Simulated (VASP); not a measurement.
# LiTi36O72 (a cell with a defect): single point with PBE

System: LiTi36O72 (a cell with a defect).

```
Ti O Li
1.0
     0.00000  -11.39551    0.00000
    11.39551    0.00000    0.00000
    -3.79850    3.79850    9.70314
Ti O Li
36 72 1
Cartesian
  -0.0318 -0.0079 -0.0039
  -0.0548 -1.9487 2.4331
  -1.9160 1.8977 4.8812
  -1.8946 0.0091 7.2846
  3.8107 -0.0083 -0.0043
  3.8523 -1.9483 2.4330
  1.8855 1.9172 4.8723
  1.9095 0.0064 7.2696
  7.5907 -0.0067 0.0157
  7.5977 -1.8945 2.4252
  5.6900 1.8924 4.8772
  5.6931 0.0066 7.2866
  -0.0104 -3.8098 -0.0150
  -0.0004 -5.6917 2.4409
  -1.9165 -1.9057 4.8813
  -1.8967 -3.7993 7.2829
  3.7927 -3.8095 -0.0154
  3.8034 -5.6913 2.4412
  1.8855 -1.9277 4.8713
  1.9096 -3.7994 7.2927
  7.5842 -3.8079 0.0047
  7.5998 -5.6894 2.4330
  5.6899 -1.9057 4.8781
  5.6955 -3.7973 7.2848
  -0.0104 -7.5991 -0.0113
  -0.0537 -9.4371 2.4333
  -1.9145 -5.7066 4.8617
  -1.8973 -7.5830 7.2995
  3.7871 -7.5985 -0.0109
  3.8515 -9.4373 2.4330
  1.8867 -5.6998 4.8509
  1.9115 -7.5801 7.2859
  7.5900 -7.5989 0.0091
  7.5978 -9.4860 2.4257
  5.6903 -5.7008 4.8579
  5.6931 -7.5832 7.2780
  -0.0090 -1.9336 4.4392
  0.0564 -0.0015 2.0253
  -0.0389 -1.9027 0.4278
  1.8923 -1.8411 2.8424
  -1.9005 0.0151 9.2933
  -1.9132 1.8988 6.8727
  -1.8896 0.0032 5.2760
  -0.0050 -0.0093 7.6963
  3.8006 -1.9326 4.4355
  3.7291 -0.0015 2.0238
  3.8367 -1.9025 0.4260
  5.6996 -1.8843 2.8428
  1.9003 -0.0004 9.2737
  1.8832 1.8964 6.8578
  1.9026 0.0019 5.2365
  3.7919 -0.0037 7.6871
  7.5949 -1.9084 4.4402
  7.5912 -0.0002 2.0125
  7.5936 -1.8994 0.4226
  9.4864 -1.8837 2.8453
  5.6882 0.0000 9.2851
  5.6980 1.8969 6.8657
  5.6894 0.0011 5.2712
  7.5927 -0.0091 7.7028
  -0.0056 -5.6973 4.4439
  0.0093 -3.8035 2.0210
  -0.0128 -5.6948 0.4261
  1.8935 -5.6975 2.8542
  -1.9024 -3.8024 9.2986
  -1.9131 -1.8992 6.8665
  -1.9044 -3.8038 5.2845
  -0.0068 -3.7941 7.7042
  3.7980 -5.6946 4.4415
  3.7755 -3.8031 2.0186
  3.8112 -5.6948 0.4252
  5.6923 -5.6985 2.8489
  1.9004 -3.7883 9.2871
  1.8877 -1.8983 6.8541
  1.9035 -3.8060 5.2750
  3.7942 -3.7987 7.6953
  7.5948 -5.6963 4.4396
  7.5894 -3.7962 2.0139
  7.5946 -5.6946 0.4268
  9.4931 -5.6996 2.8521
  5.6905 -3.7873 9.2901
  5.6937 -1.8990 6.8633
  5.7034 -3.8016 5.2798
  7.5930 -3.7991 7.7064
  -0.0085 -9.4544 4.4406
  0.0095 -7.5898 2.0236
  -0.0376 -9.4893 0.4317
  1.8924 -9.5570 2.8437
  -1.9019 -7.5895 9.3315
  -1.9075 -5.7005 6.8822
  -1.9049 -7.5919 5.2952
  -0.0075 -7.6086 7.7126
  3.8007 -9.4581 4.4370
  3.7740 -7.5897 2.0231
  3.8328 -9.4889 0.4300
  5.6995 -9.5151 2.8434
  1.9037 -7.5855 9.2917
  1.8835 -5.6977 6.8765
  1.9056 -7.5873 5.2790
  3.7942 -7.6082 7.6941
  7.5948 -9.4795 4.4408
  7.5911 -7.5972 2.0175
  7.5963 -9.4915 0.4252
  9.4870 -9.5148 2.8474
  5.6863 -7.5879 9.2954
  5.6934 -5.6981 6.8747
  5.7026 -7.5918 5.2831
  7.5932 -7.6037 7.7158
  1.8941 0.0002 2.4438
```

```yaml
Program: VASP 6.6.1
Task: single point
Functional: PBE
Potentials_or_basis: VASP PAW PBE potentials, release 64 (Ti_sv, O, Li_sv)
Cutoff: 520 eV
k_mesh: 1 × 1 × 1
Occupations: fermi-dirac, width 0.01 eV
Spin: no spin polarisation
```

- Largest force: 0.041 eV/Å

Forces in eV/Å, atoms in the order of the input:
```
Ti   0.015 -0.004  0.022
Ti   0.024  0.021  0.004
Ti   0.002 -0.004 -0.012
Ti  -0.011 -0.007  0.002
Ti  -0.014  0.003  0.023
Ti  -0.033  0.025 -0.004
Ti  -0.001 -0.005 -0.021
Ti  -0.005 -0.011 -0.020
Ti  -0.002  0.004 -0.006
Ti   0.004 -0.003  0.019
Ti   0.001 -0.010 -0.019
Ti   0.000 -0.009 -0.003
Ti   0.009  0.005  0.010
Ti  -0.008  0.005 -0.004
Ti   0.002  0.007 -0.008
Ti  -0.013  0.010  0.000
Ti  -0.006  0.004  0.003
Ti  -0.010  0.004 -0.001
Ti  -0.001  0.009 -0.024
Ti  -0.008  0.009  0.000
Ti   0.012  0.002 -0.004
Ti  -0.001 -0.007  0.008
Ti  -0.001  0.004 -0.018
Ti  -0.001  0.012  0.003
Ti   0.003  0.005  0.014
Ti   0.021 -0.034 -0.002
Ti   0.011  0.007 -0.001
Ti  -0.003 -0.011  0.011
Ti   0.002  0.005  0.015
Ti  -0.024 -0.026 -0.001
Ti   0.001  0.012  0.004
Ti  -0.004  0.000  0.002
Ti   0.008  0.003 -0.003
Ti   0.004 -0.011  0.013
Ti   0.010  0.002 -0.001
Ti   0.003 -0.004  0.015
O   -0.003 -0.001  0.019
O   -0.011  0.007  0.015
O    0.002 -0.008 -0.022
O    0.011 -0.010 -0.014
O    0.001  0.002  0.022
O    0.000  0.005  0.023
O    0.001 -0.002 -0.018
O    0.008 -0.001 -0.019
O   -0.002  0.000  0.015
O    0.011  0.004  0.017
O    0.002 -0.007 -0.017
O    0.016  0.001 -0.009
O    0.000  0.001  0.020
O    0.002  0.013  0.022
O    0.001  0.000 -0.024
O    0.003  0.000 -0.013
O   -0.010  0.000  0.016
O   -0.001  0.006  0.017
O    0.001 -0.005 -0.026
O   -0.023 -0.001 -0.008
O   -0.008 -0.001  0.022
O   -0.002  0.009  0.022
O   -0.001 -0.002 -0.021
O    0.001  0.000 -0.023
O   -0.002 -0.001  0.026
O    0.001 -0.018  0.005
O    0.000 -0.007 -0.019
O    0.010  0.000 -0.021
O   -0.003  0.000  0.019
O    0.000 -0.003  0.025
O    0.001 -0.012 -0.018
O    0.009  0.001 -0.026
O   -0.001  0.000  0.024
O   -0.001 -0.017  0.008
O    0.000 -0.006 -0.017
O    0.006  0.000 -0.015
O    0.001 -0.001  0.020
O    0.001 -0.009  0.024
O    0.001 -0.017 -0.014
O    0.002  0.000 -0.016
O   -0.007 -0.001  0.023
O    0.000 -0.003  0.017
O   -0.001 -0.004 -0.022
O   -0.004 -0.001 -0.015
O   -0.007 -0.001  0.020
O   -0.002 -0.002  0.023
O    0.001 -0.011 -0.020
O    0.000  0.000 -0.024
O   -0.002  0.001  0.022
O    0.001  0.020  0.007
O    0.000  0.000 -0.022
O    0.010  0.010 -0.015
O   -0.001  0.002  0.023
O    0.002  0.010  0.013
O    0.000  0.004 -0.019
O    0.014  0.000 -0.025
O   -0.003  0.003  0.018
O   -0.001  0.020  0.009
O    0.001 -0.001 -0.018
O    0.016 -0.001 -0.010
O    0.014  0.001  0.016
O    0.001  0.005  0.014
O    0.000  0.004 -0.016
O    0.002  0.001 -0.013
O   -0.008  0.003  0.017
O    0.001  0.009  0.018
O   -0.001 -0.003 -0.027
O   -0.023  0.000 -0.009
O   -0.016  0.002  0.017
O   -0.002  0.005  0.014
O    0.001  0.001 -0.023
O   -0.002 -0.001 -0.024
Li   0.004 -0.002 -0.005
```

Levels at points of the mesh, in eV from the Fermi level:
| k point | band 429 | band 430 | band 431 | band 432 | band 433 | band 434 | band 435 | band 436 | band 437 | band 438 |
| --- | --- | --- | --- | --- | --- | --- | --- | --- | --- | --- |
| (0.00, 0.00, 0.00) | -0.40 | -0.37 | -0.36 | -0.33 | -0.32 | 1.89 | 2.20 | 2.21 | 2.53 | 2.70 |

It took 34 min on 1 thread of Intel(R) Xeon(R) Platinum 8175M CPU @ 2.50GHz (Skylake/Cascade Lake), with other jobs on the host, peak memory 1.4 GiB.

Caveat: the k points lie up to 0.65 Å⁻¹ apart; the cell carries a net charge on a neutralising background, which shifts energy and pressure; the cell is charged against a uniform background, so pressure and absolute levels hang on convention.
